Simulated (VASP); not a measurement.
A run of VASP 6.6.1 is set up as follows.

File INCAR:

```
ALGO = Normal ; EDIFF = 1E-7
ENCUT = 520 ; GGA = CA
ISIF = 2 ; ISMEAR = 1
LASPH = T ; LCHARG = T
LELF = T ; LREAL = F
LVHAR = T ; LWAVE = F
NBANDS = 11 ; NELM = 80
PREC = Accurate ; SIGMA = 0.05
```

Contents of KPOINTS:

```
k-points
0
Gamma
  9 8 9
```

Contents of POSCAR:

```
Pt
1.0
   -1.5821724000      1.5849819900      1.5846552900
    1.6029151900     -1.5797795700      1.6001956600
    1.5674823500      1.5650895200     -1.5794528700
Pt
1
Direct
    0.0000000000      0.0000000000      0.0000000000
```

Potentials or basis: VASP PAW LDA potentials, release 64 (Pt).

Command:

```console
$ cat potpaw_LDA.64/Pt/POTCAR > POTCAR
$ mpirun -np 1 vasp_std > vasp.out
```

Question: Estimate the pressure.

Answer: -15.4 GPa.

Question: Estimate the band gap on the k mesh.

Answer: Zero (band 5 reaches 10.82 eV, above the bottom of band 6 at 8.95 eV).

Stress tensor (GPa, compression positive):
```
-15.82   1.63  -1.04
  1.63 -14.98  -0.50
 -1.04  -0.50 -15.38
```

Caveat: spin-orbit coupling is left out, which moves the levels of the heavy elements.
